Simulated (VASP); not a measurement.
# Ga (Cmcm) in VASP: relaxation of cell and atoms with PBE

Aim: the relaxation of cell and atoms of Ga with PBE.

Everything below comes from runs of VASP 6.6.1. Logs are shortened: lines on timing, memory, paths and dates and some standing lists are left out, and cuts for length are marked.

## Step 1: The cell of the first run

Symmetry: Cmcm, No. 63, orthorhombic system. Conventional cell: a = 2.900 Å, b = 8.130 Å, c = 3.170 Å, α = 90.00°, β = 90.00°, γ = 90.00°. Ga (site symmetry m2m) has 10 Ga at 2.68 to 3.17 Å within 3.5 Å.

## Step 2: Relaxation of cell and atoms, PBE

Input file INCAR:

```
SYSTEM = Ga
  PREC = Accurate
  ENCUT = 600
  EDIFF = 1E-6
  ISMEAR = 0
  SIGMA = 0.1
  LREAL = .FALSE.
  LASPH = .TRUE.
  NELM = 100
  ALGO = Normal
  ISIF = 3
  LWAVE = .FALSE.
  LCHARG = .FALSE.
  GGA = PE
  IBRION = 2
  NSW = 100
  EDIFFG = -0.005
```

Input file KPOINTS:

```
Automatic mesh
0
G
  16 16 14
  0 0 0
```

Input file POSCAR:

```
Ga
1.0
    1.4500000000     -4.0650000000      0.0000000000
    1.4500000000      4.0650000000      0.0000000000
    0.0000000000      0.0000000000      3.1700000000
Ga
2
Direct
    0.8670000000      0.1330000000      0.2500000000
    0.1330000000      0.8670000000      0.7500000000
```

Potentials or basis: VASP PAW PBE potentials, release 64 (Ga_d).

Run with:

```bash
$ cat potpaw_PBE.64/Ga_d/POTCAR > POTCAR
$ mpirun -np 1 vasp_std > vasp.out
```

OUTCAR:

```text
SYSTEM = Ga
   PREC = Accurate
   ENCUT = 600
   EDIFF = 1E-6
   ISMEAR = 0
   LREAL = .FALSE.
   LASPH = .TRUE.
   NELM = 100
   ISIF = 3
   GGA = PE
   IBRION = 2
   NSW = 100
   EDIFFG = -0.005

 ion  position               nearest neighbor table
   1  0.867  0.133  0.250-   2 2.68   2 2.68   2 2.87   2 2.87   2 2.87   2 2.87
   2  0.133  0.867  0.750-   1 2.68   1 2.68   1 2.87   1 2.87   1 2.87   1 2.87

  LATTYP: Found a base centered orthorhombic cell.
 ALAT       =     2.9000000000
 B/A-ratio  =     2.8034482759
 C/A-ratio  =     1.0931034483

  Lattice vectors:

 A1 = (   1.4500000000,  -4.0650000000,   0.0000000000)
 A2 = (   1.4500000000,   4.0650000000,   0.0000000000)
 A3 = (   0.0000000000,   0.0000000000,   3.1700000000)

Analysis of symmetry for initial positions (statically):
=====================================================================
 Subroutine PRICEL returns:
 Original cell was already a primitive cell.

 Routine SETGRP: Setting up the symmetry group for a
 base centered orthorhombic supercell.

 Subroutine GETGRP returns: Found  8 space group operations
 (whereof  4 operations were pure point group operations)
 out of a pool of  8 trial point group operations.

The static configuration has the point symmetry C_2h.
 The point group associated with its full space group is D_2h.

Analysis of symmetry for dynamics (positions and initial velocities):
=====================================================================
 Subroutine PRICEL returns:
 Original cell was already a primitive cell.

 Routine SETGRP: Setting up the symmetry group for a
 base centered orthorhombic supercell.

 Subroutine GETGRP returns: Found  8 space group operations
 (whereof  4 operations were pure point group operations)
 out of a pool of  8 trial point group operations.

The dynamic configuration has the point symmetry C_2h.
 The point group associated with its full space group is D_2h.

 Subroutine INISYM returns: Found  8 space group operations
 (whereof  4 operations are pure point group operations),
 and found     1 'primitive' translations

----------------------------------------------------------------------------------------

                                     Primitive cell

  volume of cell :      37.3695

  direct lattice vectors                    reciprocal lattice vectors
     1.450000000 -4.065000000  0.000000000     0.344827586 -0.123001230  0.000000000
     1.450000000  4.065000000  0.000000000     0.344827586  0.123001230  0.000000000
     0.000000000  0.000000000  3.170000000     0.000000000  0.000000000  0.315457413

  length of vectors
     4.315868974  4.315868974  3.170000000     0.366108409  0.366108409  0.315457413

  position of ions in fractional coordinates (direct lattice)
     0.867000000  0.133000000  0.250000000
     0.133000000  0.867000000  0.750000000

  ion indices of the primitive-cell ions
   primitive index   ion index
                 1           1
                 2           2

----------------------------------------------------------------------------------------

 KPOINTS: Automatic mesh

Automatic generation of k-mesh.
 Grid dimensions read from file:
 generate k-points for:   16   16   14

 Generating k-lattice:

  Cartesian coordinates                     Fractional coordinates (reciprocal lattice)
     0.021551724 -0.007687577  0.000000000     0.062500000  0.000000000  0.000000000
     0.021551724  0.007687577  0.000000000     0.000000000  0.062500000  0.000000000
     0.000000000  0.000000000  0.022532672     0.000000000  0.000000000  0.071428571

  Length of vectors
     0.022881776  0.022881776  0.022532672

  Shift w.r.t. Gamma in fractional coordinates (k-lattice)
     0.000000000  0.000000000  0.000000000

 Subroutine IBZKPT returns following result:
 ===========================================

 Found    584 irreducible k-points:

 Following reciprocal coordinates:
            Coordinates               Weight
  0.000000  0.000000  0.000000      1.000000
  0.062500 -0.000000  0.000000      4.000000
  0.125000 -0.000000  0.000000      4.000000
  0.187500 -0.000000  0.000000      4.000000
  0.250000 -0.000000  0.000000      4.000000
  0.312500 -0.000000  0.000000      4.000000
[... 16 lines left out ...]
 -0.125000  0.062500  0.000000      4.000000
 -0.062500  0.062500  0.000000      2.000000
 [... further k-points ...]
   k-points           NKPTS =    584   k-points in BZ     NKDIM =    584   number of bands    NBANDS=     17
   number of dos      NEDOS =    301   number of ions     NIONS =      2
   total plane-waves  NPLWV =  36288
   dimension x,y,z NGX =    36 NGY =   36 NGZ =   28
   dimension x,y,z NGXF=    72 NGYF=   72 NGZF=   56
   ions per type =               2
   NGX,Y,Z   is equivalent  to a cutoff of  13.87, 13.87, 14.68 a.u.
   NGXF,Y,Z  is equivalent  to a cutoff of  27.73, 27.73, 29.37 a.u.
 SYSTEM =  Ga
   PREC   = accura    normal or accurate (medium, high low for compatibility)
   ISTART =      0    job   : 0-new  1-cont  2-samecut
   ICHARG =      2    charge: 1-file 2-atom 10-const
   ISPIN  =      1    spin polarized calculation?
   LNONCOLLINEAR =      F non collinear calculations
   LSORBIT =      F    spin-orbit coupling
   LASPH  =      T    aspherical Exc in radial PAW
   ENCUT  =  600.0 eV  44.10 Ry    6.64 a.u.   8.62  8.62  6.33*2*pi/ulx,y,z
   NELM   =    100;   NELMIN=  2; NELMDL= -5     # of ELM steps
   EDIFF  = 0.1E-05   stopping-criterion for ELM
   LREAL  =      F    real-space projection
   EDIFFG = -.5E-02   stopping-criterion for IOM
   NSW    =    100    number of steps for IOM
   IBRION =      2    ionic relax: 0-MD 1-quasi-New 2-CG
   NFREE  =      1    steps in history (QN), initial steepest desc. (CG)
   ISIF   =      3    stress and relaxation
   ISYM   =      2    0-nonsym 1-usesym 2-fastsym
   POTIM  = 0.5000    time-step for ionic-motion
   TEBEG  =    0.0;   TEEND  =   0.0 temperature during run
   PSTRESS=    0.0 pullay stress
   NELECT =      26.0000    total number of electrons
   NUPDOWN=      -1.0000    fix difference up-down
   EMIN   =  10.00;   EMAX   =-10.00  energy-range for DOS
   EFERMI =   0.00;   METHOD = LEGACY
   ISMEAR =     0;   SIGMA  =   0.10  broadening in eV -4-tet -1-fermi 0-gaus
   EFERMI_NEDOS =   21; number of points for ismear=-14 and -15
   IALGO  =     38    algorithm
   IMIX   =      4    mixing-type and parameters
     AMIX     =   0.40;   BMIX     =  1.00
     AMIX_MAG =   1.60;   BMIX_MAG =  1.00
  volume/ion in A,a.u.               =      18.68       126.09
  Fermi-wavevector in a.u.,A,eV,Ry     =   1.450641  2.741314 28.631555  2.104360
  Thomas-Fermi vector in A             =   2.568230
   LORBIT       =      0    0 simple, 1 ext, 2 COOP (PROOUT), +10 PAW based schemes
   GGA     = PE    functional components
   LHFCALC =     F    Hartree Fock is set to
   AEXX    =    0.0000 exact exchange contribution
   IVDW    =     0    specifies the selected vdW correction
   LEPSILON=     F    determine dielectric tensor
   LRPA    =     F    only Hartree local field effects (RPA)
 conjugate gradient relaxation of ions
 non-spin polarized calculation
 Gauss-broadening in eV      SIGMA  =   0.10
  energy-cutoff  :      600.00
  volume of cell :       37.37
 maximum number of plane-waves:      1268
   NGX = 17   NGY = 17   NGZ = 13

--------------------------------------- Ionic step        1  -------------------------------------------

 number of electron      26.0000010 magnetization

 Free energy of the ion-electron system (eV)
  ---------------------------------------------------
  ext. energy  EPLUGINS =         0.00000000
  ---------------------------------------------------
  free energy    TOTEN  =        -5.75557651 eV

  energy without entropy =       -5.75075025  energy(sigma->0) =       -5.75316338

------------------------ aborting loop because EDIFF is reached ----------------------------------------

  FORCE on cell =-STRESS in cart. coord.  units (eV):
  Direction    XX          YY          ZZ          XY          YZ          ZX
  --------------------------------------------------------------------------------------
  -------------------------------------------------------------------------------------
  Total        0.0122945      0.4651780      0.6437870      0.0000000      0.0000000      0.0000000
  in kB        0.5271111     19.9439833     27.6016476      0.0000000      0.0000000      0.0000000
  external PRESSURE =      16.0242473 kB  Pullay stress =       0.0000000 kB
[... 89 lines left out ...]
  FREE ENERGIE OF THE ION-ELECTRON SYSTEM (eV)
  ---------------------------------------------------
  free  energy   TOTEN  =        -5.7708893814 eV

  energy  without entropy=       -5.7661851741  energy(sigma->0) =       -5.76853728

[... ionic steps 4 to 17 ...]

--------------------------------------- Ionic step       18  -------------------------------------------

 number of electron      26.0000005 magnetization

------------------------ aborting loop because EDIFF is reached ----------------------------------------

  FORCE on cell =-STRESS in cart. coord.  units (eV):
  Direction    XX          YY          ZZ          XY          YZ          ZX
  --------------------------------------------------------------------------------------
  -------------------------------------------------------------------------------------
  Total        0.0318424      0.0357005      0.0319761      0.0000000      0.0000000      0.0000000
  in kB        1.3319922      1.4933797      1.3375847      0.0000000      0.0000000      0.0000000
  external PRESSURE =       1.3876522 kB  Pullay stress =       0.0000000 kB
[... 57 lines left out ...]
  energy  without entropy=       -5.7814511230  energy(sigma->0) =       -5.78333796

--------------------------------------- Ionic step       20  -------------------------------------------

 number of electron      26.0000004 magnetization

 Free energy of the ion-electron system (eV)
  ---------------------------------------------------
  ext. energy  EPLUGINS =         0.00000000
  ---------------------------------------------------
  free energy    TOTEN  =        -5.78522415 eV

  energy without entropy =       -5.78145100  energy(sigma->0) =       -5.78333757

 E-fermi :   5.4098     XC(G=0): -10.8899

 val. band max:        5.4035684815   @ k =   0.0000   0.0000   0.3571
 cond. band min:       5.4176459550   @ k =  -0.1250   0.1250   0.0714
 fundamental gap:      0.0140774735
 Fermi energy:         5.4097559976

 k-point     1 :       0.0000    0.0000    0.0000
  band No.  band energies     occupation
      1      -9.7624      2.00000
      2      -9.7586      2.00000
      3      -9.7102      2.00000
      4      -9.7025      2.00000
      5      -9.4636      2.00000
      6      -9.4604      2.00000
[... 9 lines left out ...]
     16      14.5342      0.00000
     17      15.5423      0.00000
[... 443 lines left out ...]
      1      -9.7603      2.00000
      2      -9.7584      2.00000
      3      -9.7191      2.00000
      4      -9.6883      2.00000
      5      -9.4669      2.00000
      6      -9.4662      2.00000
[... 9 lines left out ...]
     16      14.2942      0.00000
     17      15.8449      0.00000

 [... further k-points ...]

------------------------ aborting loop because EDIFF is reached ----------------------------------------

  FORCE on cell =-STRESS in cart. coord.  units (eV):
  Direction    XX          YY          ZZ          XY          YZ          ZX
  --------------------------------------------------------------------------------------
  -------------------------------------------------------------------------------------
  Total       -0.0013208      0.0067442      0.0009397      0.0000000      0.0000000      0.0000000
  in kB       -0.0551942      0.2818250      0.0392695      0.0000000      0.0000000      0.0000000
  external PRESSURE =       0.0886334 kB  Pullay stress =       0.0000000 kB
[... 17 lines left out ...]
  FREE ENERGIE OF THE ION-ELECTRON SYSTEM (eV)
  ---------------------------------------------------
  free  energy   TOTEN  =        -5.7852241491 eV

  energy  without entropy=       -5.7814509996  energy(sigma->0) =       -5.78333757

 reached required accuracy - stopping structural energy minimisation
```

It took 54 min on 1 thread of Intel Xeon Platinum 8488C (Sapphire Rapids), shared host; peak memory 0.52 GiB.

What came out:

* Free energy: -5.7852 eV
* Relaxed volume: 19.17 Å³/atom
* Relaxed cell: a = 4.275 Å, b = 4.275 Å, c = 3.384 Å, α = 90.00°, β = 90.00°, γ = 141.68°
* Space group after relaxing (to 0.05 Å): Cmcm (No. 63)
* Energy gained by relaxing: 14.8 meV/atom
* Ionic steps: 20
* Pressure after relaxing: 0.0 GPa
* Band gap on the k mesh: zero (band 13 reaches 9.34 eV, above the bottom of band 14 at 1.17 eV)

The path:
```csv
step,energy change (eV),largest force (eV/Å),pressure (GPa),volume (Å³)
1,0.0000,0.1988,1.60,37.37
2,-0.0133,0.0681,0.18,38.39
3,-0.0153,0.0196,-0.32,38.82
4,-0.0155,0.0002,-0.45,39.00
5,-0.0189,0.0383,-0.25,38.83
6,-0.0251,0.1365,0.11,38.31
7,-0.0276,0.0688,0.26,38.24
8,-0.0276,0.0574,0.05,38.23
9,-0.0294,0.0041,0.08,38.27
10,-0.0294,0.0154,0.12,38.28
11,-0.0294,0.0351,0.14,38.29
12,-0.0294,0.0204,0.04,38.28
13,-0.0294,0.0179,0.11,38.28
14,-0.0296,0.0138,-0.11,38.41
15,-0.0296,0.0129,-0.17,38.41
16,-0.0296,0.0082,-0.15,38.40
17,-0.0296,0.0009,-0.15,38.39
18,-0.0296,0.0012,0.14,38.30
19,-0.0296,0.0005,-0.03,38.35
20,-0.0296,0.0011,0.01,38.34
```

Final structure:
```
Ga
1.0
     1.40291   -4.03786    0.00000
     1.40291    4.03786    0.00000
     0.00000    0.00000    3.38414
Ga
2
Cartesian
  1.4029 -2.9555 0.8460
  1.4029 2.9555 2.5381
```
